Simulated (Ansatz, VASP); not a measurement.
## KI: VASP beside Ansatz

File POSCAR:

```
KI
1.0
    0.0000000000      3.5327750000      3.5327750000
    3.5327750000      0.0000000000      3.5327750000
    3.5327750000      3.5327750000      0.0000000000
I K
1 1
Direct
    0.5000000000      0.5000000000      0.5000000000
    0.0000000000      0.0000000000      0.0000000000
```

The input INCAR.step1:

```
PREC = Accurate
ENCUT = 520
EDIFF = 1E-5
ISMEAR = -1
SIGMA = 0.05
LREAL = F
LASPH = T
NELM = 100
ALGO = Normal
ISIF = 2
LWAVE = T
NBANDS = 15
GGA = PE
```

Contents of INCAR.step2:

```
PREC = Accurate
ENCUT = 520
EDIFF = 1E-6
ISMEAR = -1
SIGMA = 0.05
LREAL = F
LASPH = T
NELM = 100
ALGO = Normal
ISIF = 2
LWAVE = F
LCHARG = T
GGA = PE
LHFCALC = T
AEXX = 0.1
HFSCREEN = 0.2078699
PRECFOCK = Normal
LELF = T
LVHAR = T
NBANDS = 15
ISTART = 1
```

File KPOINTS:

```
regular mesh
0
Gamma
  4 4 4
```

Contents of input.yaml:

```yaml
crystal:
  lattice:
    - [0.0, 3.532775, 3.532775]
    - [3.532775, 0.0, 3.532775]
    - [3.532775, 3.532775, 0.0]
  atoms:
    - { symbol: I, position: [0.5, 0.5, 0.5] }
    - { symbol: K, position: [0.0, 0.0, 0.0] }
hamiltonian:
  xc:
    exchange: pbe
    correlation: pbe
    exx: { coeff: 0.1, omega: 0.2078699 }
  pseudopotentials: { kind: paw }
kpoints:
  mp_grid: { grid: [4, 4, 4] }
scf:
  occupations: { method: fermi_dirac, width: 0.05 }
output:
  forces: true
  stress: true
  eigenvalues: true
```

Alike in both runs: task single point; functional PBE-based screened hybrid with a share of 0.1 of exact exchange and HFSCREEN = 0.2078699; k mesh 4 × 4 × 4; occupations fermi-dirac, width 0.05 eV; no spin polarisation.

```csv
,VASP,Ansatz
version,VASP 6.6.1,Ansatz 0.2.0
potentials or method,"VASP PAW PBE potentials, release 64 (I, K_sv)",Ansatz PAW
plane-wave cutoff (eV),520,420
valence electrons in the cell,16,26
```

Ansatz gave:

| Property | Result |
| --- | --- |
| gap on the k mesh at the Fermi level (eV) | 4.36 |
| least direct gap on the mesh (eV) | 4.36 |
| pressure (GPa) | 0.5 |

What did VASP give for the same quantities?

gap on the k mesh at the Fermi level (eV): 4.35; least direct gap on the mesh (eV): 4.35; pressure (GPa): 0.5.

VASP's potentials were made for PBE, not for PBE-based screened hybrid. VASP's potentials hold 16 valence electrons a cell and Ansatz's 26, so a difference there can come from the potentials and not from the codes.

Neither program's run includes spin-orbit coupling.
